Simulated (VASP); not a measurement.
Si3Ni:

```xyz
4
Lattice="0.0000 2.9229 2.9229 2.9229 0.0000 2.9229 2.9229 2.9229 0.0000" Properties=species:S:1:pos:R:3 pbc="T T T"
Si    1.4615    1.4615    1.4615
Si    4.3844    4.3844    4.3844
Si    2.9229    2.9229    2.9229
Ni    0.0000    0.0000    0.0000
```

- Program: VASP 6.6.1
- Task: relaxation of cell and atoms
- Functional: PBE
- Potentials or basis: VASP PAW PBE potentials, release 64 (Si, Ni)
- Cutoff: 600 eV
- k mesh: 6 × 6 × 6
- Occupations: gaussian, width 0.1 eV
- Spin: no spin polarisation

At the start: pressure 9.9 GPa; volume 12.49 Å³/atom.

How do energy, volume and symmetry change on relaxing?

Over 3 steps the energy falls by 27.8 meV/atom and the volume is 13.44 Å³/atom (+7.7 %); space group Fm-3m (No. 225, to 0.05 Å).

Step by step:
```
step  energy change (eV)  largest force (eV/Å)  pressure (GPa)  volume (Å³)
   1              0.0000                0.0000            9.91        49.94
   2             -0.0876                0.0000           -3.66        55.73
   3             -0.1113                0.0000           -0.06        53.78
```

Final structure:
```yaml
crystal:
  lattice:
    - [0.00000, 2.99590, 2.99590]
    - [2.99590, 0.00000, 2.99590]
    - [2.99590, 2.99590, 0.00000]
  atoms:
    - { symbol: Si, position: [0.25000, 0.25000, 0.25000] }
    - { symbol: Si, position: [0.75000, 0.75000, 0.75000] }
    - { symbol: Si, position: [0.50000, 0.50000, 0.50000] }
    - { symbol: Ni, position: [0.00000, 0.00000, 0.00000] }
```
